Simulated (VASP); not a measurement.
Runs of VASP 6.6.1 on HfB. The structure is that of space group Pm-3m (No. 221), or close to it. The cells are those of the table. 

```csv
task,cell,cutoff (eV),gap on the mesh (eV),pressure (GPa)
single point,"a = 3.016 Å, 2 atoms",520,none,(a)
single point,"a = 2.986 Å, 2 atoms",520,none,2.1
single point,"a = 3.001 Å, 2 atoms",520,none,-0.5
relaxation of cell and atoms,"relaxed from a = 2.840 Å, 2 atoms",600,none,-0.1
```

Alike in all rows: level PBE; potentials or basis VASP PAW PBE potentials, release 64 (Hf_pv, B); no spin polarisation; k mesh 7 × 7 × 7; smearing fermi-dirac 0.1 eV.

Question: Estimate the missing entries.

Answer: (a) -2.8.

Caveats: spin-orbit coupling is left out, which moves the levels of the heavy elements.

A k mesh can miss the band edges, and the runs leave out spin-orbit coupling on Hf.

A gap of «none» marks levels without a gap at the run's occupations.
